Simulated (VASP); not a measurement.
# SiC (I-4m2) in VASP: further runs

SiC is run at these levels: PBE; tasks: single point.

Program: VASP 6.6.1. These are calculated values, not measurements. Logs are shortened: lines on timing, memory, paths and dates and some standing lists are left out, and cuts for length are marked.

## Step 1: The cell of the first run

The structure is tetragonal, space group I-4m2 (No. 119). The conventional cell has a = 3.117 Å, b = 3.117 Å, c = 4.231 Å, α = 90.00°, β = 90.00°, γ = 90.00°. Within 2.5 Å of Si (site symmetry -4m2) lie 4 C at 1.88 Å. C (site symmetry -4m2) has 4 Si at 1.88 Å within 2.5 Å.

## Step 2: Single point, PBE

Input file INCAR:

```
SYSTEM = SiC
ALGO = Normal
EDIFF = 1E-6
ENCUT = 520
GGA = PE
ISIF = 2
ISMEAR = 0
LASPH = .True.
LCHARG = .True.
LELF = .True.
LREAL = .False.
LVHAR = .True.
LWAVE = .False.
NBANDS = 11
NELM = 100
PREC = Accurate
SIGMA = 0.05
```

Input file KPOINTS:

```
k-points
0
Gamma
  12 12 12
  0 0 0
```

Input file POSCAR:

```
SiC
1.0
    0.0000000000      2.2037845231      2.1156331421
    2.2037845231      0.0000000000      2.1156331421
    2.2037845231      2.2037845231      0.0000000000
Si C
1 1
Direct
    0.0000000000      0.0000000000      0.0000000000
    0.7500000000      0.7500000000      0.7500000000
```

Potentials or basis: VASP PAW PBE potentials, release 64 (Si, C).

The run is started by

```console
> cat potpaw_PBE.64/Si/POTCAR potpaw_PBE.64/C/POTCAR > POTCAR
> mpirun -np 1 vasp_std > vasp.out
```

OUTCAR:

```text
SYSTEM = SiC
   EDIFF = 1E-6
   ENCUT = 520
   GGA = PE
   ISIF = 2
   ISMEAR = 0
   LASPH = .True.
   LREAL = .False.
   NELM = 100
   PREC = Accurate

 ion  position               nearest neighbor table
   1  0.000  0.000  0.000-   2 1.88   2 1.88   2 1.88   2 1.88
   2  0.750  0.750  0.750-   1 1.88   1 1.88   1 1.88   1 1.88

  LATTYP: Found a body centered tetragonal cell.
 ALAT       =     3.1166219611
 C/A-ratio  =     1.3576450198

  Lattice vectors:

 A1 = (   0.0000000000,  -2.2037845231,  -2.1156331421)
 A2 = (   0.0000000000,   2.2037845231,  -2.1156331421)
 A3 = (   2.2037845231,   0.0000000000,   2.1156331421)

Analysis of symmetry for initial positions (statically):
=====================================================================
 Subroutine PRICEL returns:
 Original cell was already a primitive cell.

 Routine SETGRP: Setting up the symmetry group for a
 body centered tetragonal supercell.

 Subroutine GETGRP returns: Found  8 space group operations
 (whereof  8 operations were pure point group operations)
 out of a pool of 16 trial point group operations.

The static configuration has the point symmetry D_2d.

Analysis of symmetry for dynamics (positions and initial velocities):
=====================================================================
 Subroutine PRICEL returns:
 Original cell was already a primitive cell.

 Routine SETGRP: Setting up the symmetry group for a
 body centered tetragonal supercell.

 Subroutine GETGRP returns: Found  8 space group operations
 (whereof  8 operations were pure point group operations)
 out of a pool of 16 trial point group operations.

The dynamic configuration has the point symmetry D_2d.

 Subroutine INISYM returns: Found  8 space group operations
 (whereof  8 operations are pure point group operations),
 and found     1 'primitive' translations

----------------------------------------------------------------------------------------

                                     Primitive cell

  volume of cell :      20.5498

  direct lattice vectors                    reciprocal lattice vectors
     0.000000000  2.203784523  2.115633142    -0.226882436  0.226882436  0.236335870
     2.203784523  0.000000000  2.115633142     0.226882436 -0.226882436  0.236335870
     2.203784523  2.203784523  0.000000000     0.226882436  0.226882436 -0.236335870

  length of vectors
     3.054925501  3.054925501  3.116621961     0.398504608  0.398504608  0.398504608

  position of ions in fractional coordinates (direct lattice)
     0.000000000  0.000000000  0.000000000
     0.750000000  0.750000000  0.750000000

  ion indices of the primitive-cell ions
   primitive index   ion index
                 1           1
                 2           2

----------------------------------------------------------------------------------------

 KPOINTS: k-points

Automatic generation of k-mesh.
 Grid dimensions read from file:
 generate k-points for:   12   12   12

 Generating k-lattice:

  Cartesian coordinates                     Fractional coordinates (reciprocal lattice)
    -0.018906870  0.018906870  0.019694656     0.083333333 -0.000000000  0.000000000
     0.018906870 -0.018906870  0.019694656    -0.000000000  0.083333333  0.000000000
     0.018906870  0.018906870 -0.019694656     0.000000000  0.000000000  0.083333333

  Length of vectors
     0.033208717  0.033208717  0.033208717

  Shift w.r.t. Gamma in fractional coordinates (k-lattice)
     0.000000000  0.000000000  0.000000000

 Subroutine IBZKPT returns following result:
 ===========================================

 Found    163 irreducible k-points:

 Following reciprocal coordinates:
            Coordinates               Weight
  0.000000  0.000000  0.000000      1.000000
  0.083333  0.000000  0.000000      8.000000
  0.166667 -0.000000  0.000000      8.000000
  0.250000 -0.000000  0.000000      8.000000
  0.333333  0.000000  0.000000      8.000000
  0.416667 -0.000000  0.000000      8.000000
[... 16 lines left out ...]
  0.500000  0.166667  0.000000      8.000000
 -0.416667  0.166667  0.000000      8.000000
 [... further k-points ...]
   k-points           NKPTS =    163   k-points in BZ     NKDIM =    163   number of bands    NBANDS=     11
   number of dos      NEDOS =    301   number of ions     NIONS =      2
   total plane-waves  NPLWV =  13824
   dimension x,y,z NGX =    24 NGY =   24 NGZ =   24
   dimension x,y,z NGXF=    48 NGYF=   48 NGZF=   48
   ions per type =               1   1
   NGX,Y,Z   is equivalent  to a cutoff of  13.06, 13.06, 12.80 a.u.
   NGXF,Y,Z  is equivalent  to a cutoff of  26.12, 26.12, 25.60 a.u.
 SYSTEM =  SiC
   PREC   = accura    normal or accurate (medium, high low for compatibility)
   ISTART =      0    job   : 0-new  1-cont  2-samecut
   ICHARG =      2    charge: 1-file 2-atom 10-const
   ISPIN  =      1    spin polarized calculation?
   LNONCOLLINEAR =      F non collinear calculations
   LSORBIT =      F    spin-orbit coupling
   LASPH  =      T    aspherical Exc in radial PAW
   ENCUT  =  520.0 eV  38.22 Ry    6.18 a.u.   5.68  5.68  5.79*2*pi/ulx,y,z
   NELM   =    100;   NELMIN=  2; NELMDL= -5     # of ELM steps
   EDIFF  = 0.1E-05   stopping-criterion for ELM
   LREAL  =      F    real-space projection
   EDIFFG = 0.1E-04   stopping-criterion for IOM
   NSW    =      0    number of steps for IOM
   IBRION =     -1    ionic relax: 0-MD 1-quasi-New 2-CG
   NFREE  =      0    steps in history (QN), initial steepest desc. (CG)
   ISIF   =      2    stress and relaxation
   ISYM   =      2    0-nonsym 1-usesym 2-fastsym
   POTIM  = 0.5000    time-step for ionic-motion
   TEBEG  =    0.0;   TEEND  =   0.0 temperature during run
   PSTRESS=    0.0 pullay stress
   NELECT =       8.0000    total number of electrons
   NUPDOWN=      -1.0000    fix difference up-down
   EMIN   =  10.00;   EMAX   =-10.00  energy-range for DOS
   EFERMI =   0.00;   METHOD = LEGACY
   ISMEAR =     0;   SIGMA  =   0.05  broadening in eV -4-tet -1-fermi 0-gaus
   EFERMI_NEDOS =   21; number of points for ismear=-14 and -15
   IALGO  =     38    algorithm
   IMIX   =      4    mixing-type and parameters
     AMIX     =   0.40;   BMIX     =  1.00
     AMIX_MAG =   1.60;   BMIX_MAG =  1.00
  volume/ion in A,a.u.               =      10.27        69.34
  Fermi-wavevector in a.u.,A,eV,Ry     =   1.195369  2.258920 19.441458  1.428907
  Thomas-Fermi vector in A             =   2.331336
   LORBIT       =      0    0 simple, 1 ext, 2 COOP (PROOUT), +10 PAW based schemes
   GGA     = PE    functional components
   LHFCALC =     F    Hartree Fock is set to
   AEXX    =    0.0000 exact exchange contribution
   IVDW    =     0    specifies the selected vdW correction
   LEPSILON=     F    determine dielectric tensor
   LRPA    =     F    only Hartree local field effects (RPA)
 non-spin polarized calculation
 Gauss-broadening in eV      SIGMA  =   0.05
  energy-cutoff  :      520.00
  volume of cell :       20.55
 maximum number of plane-waves:       563
   NGX = 11   NGY = 11   NGZ = 11

 number of electron       8.0000001 magnetization

 Free energy of the ion-electron system (eV)
  ---------------------------------------------------
  ext. energy  EPLUGINS =         0.00000000
  ---------------------------------------------------
  free energy    TOTEN  =       -15.03695867 eV

  energy without entropy =      -15.03695867  energy(sigma->0) =      -15.03695867

 E-fermi :   8.5902     XC(G=0): -11.3884

 val. band max:        8.3644815897   @ k =   0.0000   0.0000   0.0000
 cond. band min:       9.3017184692   @ k =   0.5000   0.5000   0.0000
 fundamental gap:      0.9372368795
 Fermi energy:         8.5902035223

 k-point     1 :       0.0000    0.0000    0.0000
  band No.  band energies     occupation
      1      -7.2706      2.00000
      2       8.1045      2.00000
      3       8.1045      2.00000
      4       8.3645      2.00000
      5      14.4924      0.00000
      6      15.4727      0.00000
      7      15.5872      0.00000
      8      15.5872      0.00000
      9      22.1168      0.00000
     10      23.2636      0.00000
     11      24.7801      0.00000

 k-point     2 :       0.0833    0.0000    0.0000
  band No.  band energies     occupation
      1      -7.1339      2.00000
      2       7.4488      2.00000
      3       7.9958      2.00000
      4       8.2113      2.00000
      5      14.7254      0.00000
      6      15.5791      0.00000
      7      15.7501      0.00000
      8      15.8202      0.00000
      9      21.4692      0.00000
     10      22.3810      0.00000
     11      24.7227      0.00000

 k-point     3 :       0.1667   -0.0000    0.0000
  band No.  band energies     occupation
      1      -6.7278      2.00000
      2       5.8146      2.00000
      3       7.7270      2.00000
      4       7.9951      2.00000
      5      14.5627      0.00000
      6      16.0171      0.00000
      7      16.0608      0.00000
      8      16.6528      0.00000
      9      20.8686      0.00000
     10      21.4453      0.00000
     11      24.0577      0.00000

 k-point     4 :       0.2500   -0.0000    0.0000
  band No.  band energies     occupation
      1      -6.0670      2.00000
      2       3.8882      2.00000
      3       7.4106      2.00000
      4       7.7543      2.00000
      5      14.1774      0.00000
      6      15.9551      0.00000
      7      16.3181      0.00000
      8      17.6348      0.00000
      9      21.2708      0.00000
     10      21.3741      0.00000
     11      23.5315      0.00000

 k-point     5 :       0.3333    0.0000    0.0000
  band No.  band energies     occupation
      1      -5.1904      2.00000
      2       1.9965      2.00000
      3       7.1369      2.00000
      4       7.5495      2.00000
      5      13.8416      0.00000
      6      15.5946      0.00000
      7      16.2017      0.00000
      8      18.1910      0.00000
      9      22.3026      0.00000
     10      22.6360      0.00000
     11      23.6845      0.00000
[... 211 lines left out ...]
 k-point    21 :       0.3333    0.1667    0.0000
  band No.  band energies     occupation
      1      -5.2600      2.00000
      2       3.3554      2.00000
      3       6.2265      2.00000
      4       6.5369      2.00000
      5      13.0429      0.00000
      6      15.6015      0.00000
      7      17.4201      0.00000
      8      17.6910      0.00000
      9      21.1445      0.00000
     10      24.3031      0.00000
     11      26.0788      0.00000

 k-point    22 :       0.4167    0.1667    0.0000
  band No.  band energies     occupation
      1      -4.3417      2.00000
      2       1.6545      2.00000
      3       6.1077      2.00000
      4       6.1099      2.00000
      5      12.8456      0.00000
      6      16.1266      0.00000
      7      17.2630      0.00000
      8      17.6647      0.00000
      9      21.8566      0.00000
     10      25.6695      0.00000
     11      26.3563      0.00000

 k-point    23 :       0.5000    0.1667    0.0000
  band No.  band energies     occupation
      1      -3.4730      2.00000
      2       0.3497      2.00000
      3       5.6908      2.00000
      4       6.1727      2.00000
      5      12.8190      0.00000
      6      16.1794      0.00000
      7      16.8250      0.00000
      8      18.7580      0.00000
      9      22.1712      0.00000
     10      25.7014      0.00000
     11      26.7625      0.00000

 k-point    24 :      -0.4167    0.1667    0.0000
  band No.  band energies     occupation
      1      -3.3665      2.00000
      2       0.2010      2.00000
      3       5.3805      2.00000
      4       6.4048      2.00000
      5      13.0595      0.00000
      6      16.1047      0.00000
      7      16.5325      0.00000
      8      19.5687      0.00000
      9      22.5905      0.00000
     10      23.7596      0.00000
     11      26.7851      0.00000

 [... further k-points ...]
[... 5 lines left out ...]
  --------------------------------------------------------------------------------------
  -------------------------------------------------------------------------------------
  Total        0.1850336      0.1850336      1.4192984      0.0000000      0.0000000     -0.0000000
  in kB       14.4262220     14.4262220    110.6561856      0.0000000      0.0000000     -0.0000000
  external PRESSURE =      46.5028765 kB  Pullay stress =       0.0000000 kB

 VOLUME and BASIS-vectors are now :
 -----------------------------------------------------------------------------
  energy-cutoff  :      520.00
  volume of cell :       20.55
      direct lattice vectors                 reciprocal lattice vectors
     0.000000000  2.203784523  2.115633142    -0.226882436  0.226882436  0.236335870
     2.203784523  0.000000000  2.115633142     0.226882436 -0.226882436  0.236335870
     2.203784523  2.203784523  0.000000000     0.226882436  0.226882436 -0.236335870

 POSITION                                       TOTAL-FORCE (eV/Angst)
 -----------------------------------------------------------------------------------
      0.00000      0.00000      0.00000         0.000000      0.000000      0.000000
      3.30568      3.30568      3.17345        -0.000000     -0.000000      0.000000
 -----------------------------------------------------------------------------------
    total drift:                               -0.000000     -0.000000      0.000000

  FREE ENERGIE OF THE ION-ELECTRON SYSTEM (eV)
  ---------------------------------------------------
  free  energy   TOTEN  =       -15.0369586720 eV

  energy  without entropy=      -15.0369586720  energy(sigma->0) =      -15.03695867
```

It took 61 s on 1 thread of AMD EPYC 7R13, shared host; peak memory 0.13 GiB.

Results:

- Free energy: -15.0370 eV
- Pressure: 4.7 GPa
- Band gap on the k mesh: 0.94 eV, indirect (least direct gap 4.50 eV)

Stress tensor (GPa, compression positive):
```
 1.44  0.00  0.00
 0.00  1.44  0.00
 0.00  0.00 11.07
```

 A k mesh can miss the band edges.

## Step 3: Single point, PBE

Input file INCAR:

```
SYSTEM = SiC
PREC = Accurate
ENCUT = 520
EDIFF = 1E-7
ISMEAR = 0
SIGMA = 0.05
LREAL = .False.
LASPH = .True.
NELM = 80
ALGO = Normal
ISIF = 2
LWAVE = .False.
LCHARG = .False.
GGA = PE
NBANDS = 11
```

Input file KPOINTS:

```
regular mesh
0
Gamma
  12 12 12
  0 0 0
```

Input file POSCAR:

```
SiC
1.0
    0.0000000000      2.1389293512      2.2458758187
    2.1389293512      0.0000000000      2.2458758187
    2.1389293512      2.1389293512      0.0000000000
Si C
1 1
Direct
    0.0000000000      0.0000000000      0.0000000000
    0.7500000000      0.7500000000      0.7500000000
```

Potentials or basis: VASP PAW PBE potentials, release 64 (Si, C).

The run is started by

```console
> cat potpaw_PBE.64/Si/POTCAR potpaw_PBE.64/C/POTCAR > POTCAR
> mpirun -np 1 vasp_std > vasp.out
```

Wall time 76 s (1 thread of AMD EPYC 7R13, shared host); peak memory 0.13 GiB.

Results (log left out):

```
Free energy            : -15.0262 eV
Pressure               : 4.6 GPa
Band gap on the k mesh : 1.09 eV, indirect (least direct gap 4.50 eV)
```

Stress tensor (GPa, compression positive):
```
 9.25  0.00  0.00
 0.00  9.25  0.00
 0.00  0.00 -4.66
```

Levels at points of the mesh, in eV from the valence-band top:
```tsv
k point	band 2	band 3	band 4	band 5	band 6	band 7
(0.00, 0.00, 0.00)	-0.36	0.00	0.00	6.17	7.20	7.20
(0.50, 0.00, 0.00)	-8.70	-1.49	-0.87	5.12	7.03	7.51
(0.50, 0.50, 0.00)	-8.35	-2.96	-2.96	1.54	4.79	14.12
(0.50, 0.00, 0.50)	-7.73	-3.53	-3.44	1.09	3.94	13.12
```

 A k mesh can miss the band edges.
